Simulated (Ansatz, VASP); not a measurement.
## One calculation of TiAl, two programs

The input INCAR:

```
PREC = Accurate
ENCUT = 520
EDIFF = 1E-6
ISMEAR = 0
SIGMA = 0.15
LREAL = F
LASPH = T
NELM = 80
ALGO = Fast
ISIF = 2
LWAVE = F
LCHARG = T
GGA = PS
LELF = T
LVHAR = T
NBANDS = 14
```

File KPOINTS:

```
Automatic mesh
0
Gamma
  16 16 16
```

File POSCAR:

```
TiAl
1.0
    2.9247388800      0.0000000000      0.0000000000
    0.0000000000      2.9247388800      0.0000000000
    0.0000000000      0.0000000000      3.4333891200
Ti Al
1 1
Direct
    0.0000000000      0.0000000000      0.0000000000
    0.5000000000      0.5000000000      0.5000000000
```

Input for Ansatz:

```yaml
crystal:
  lattice:
    - [2.92473888, 0.0, 0.0]
    - [0.0, 2.92473888, 0.0]
    - [0.0, 0.0, 3.43338912]
  atoms:
    - { symbol: Ti, position: [0.0, 0.0, 0.0] }
    - { symbol: Al, position: [0.5, 0.5, 0.5] }
basis:
  ecutwfc: 420
kpoints:
  mp_grid: { grid: [16, 16, 16] }
hamiltonian:
  xc: pbesol
scf:
  occupations: { method: gaussian, width: 0.15 }
output:
  forces: true
  stress: true
  eigenvalues: true
```

Change from the starting cell: strain -0.080 along x and y, +0.080 along z, atoms carried along.

Alike in both runs: task single point; functional PBEsol; k mesh 16 × 16 × 16; occupations gaussian, width 0.15 eV; no spin polarisation.

|  | VASP | Ansatz |
| --- | --- | --- |
| version | VASP 6.6.1 | Ansatz 0.2.0 |
| potentials or method | VASP PAW PBE potentials, release 64 (Ti_sv, Al), cutoff 520 eV | scalar-relativistic, plane waves, PAW |
| valence electrons in the cell | 15 | 15 |

Ansatz gave:

- gap on the k mesh at the Fermi level (eV): none
- pressure (GPa): 9.5
- traceless stress, the component that is largest in VASP (GPa): 6.70

**Question.** What did VASP give for the same quantities?

**Answer.** gap on the k mesh at the Fermi level (eV): none; pressure (GPa): 9.5; traceless stress, the component that is largest in VASP (GPa): 6.69.

VASP's potentials were made for PBE, not for PBEsol. A gap of «none» marks a metal or a gap that the smearing closes. The functional is the same, so the differences come from potentials, cutoffs and numerics.
